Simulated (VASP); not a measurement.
A run of VASP 6.6.1:

The input POSCAR:

```
MgS
1.0
    0.0000000000      2.6015177400      2.6015177400
    2.4558327466      0.0000000000      2.6015177400
    2.4558327466      2.6015177400      0.0000000000
Mg S
1 1
Direct
    0.0000000000      0.0000000000      0.0000000000
    0.5000000000      0.5000000000      0.5000000000
```

The input INCAR.step1:

```
PREC = Accurate
ENCUT = 520
EDIFF = 1E-5
ISMEAR = 0
SIGMA = 0.01
LREAL = F
LASPH = T
NELM = 60
ALGO = Normal
ISIF = 2
LWAVE = T
LCHARG = F
GGA = PE
NBANDS = 11
```

File INCAR.step2:

```
PREC = Accurate
ENCUT = 520
EDIFF = 1E-7
ISMEAR = 0
SIGMA = 0.01
LREAL = F
LASPH = T
NELM = 60
ALGO = Normal
ISIF = 2
LWAVE = F
LCHARG = F
GGA = PE
LHFCALC = T
HFSCREEN = 0.2079
PRECFOCK = Normal
ISTART = 1
NBANDS = 11
```

File KPOINTS:

```
regular mesh
0
Gamma
  6 6 6
```

Potentials or basis: VASP PAW PBE potentials, release 64 (Mg, S).

Command:

```console
$ cat potpaw_PBE.64/Mg/POTCAR potpaw_PBE.64/S/POTCAR > POTCAR
$ cp INCAR.step1 INCAR
$ mpirun -np 1 vasp_std > vasp.out
$ cp INCAR.step2 INCAR
$ mpirun -np 1 vasp_std > vasp.out
```

Hardware: 1 thread of Intel(R) Xeon(R) Platinum 8559C (Emerald Rapids) (shared host).

Task: Estimate the wall time of this run.

Result: Run time: 11 min on 1 thread of Intel(R) Xeon(R) Platinum 8559C (Emerald Rapids), with other jobs on the host, peak memory 0.28 GiB. Counts: k points 30.
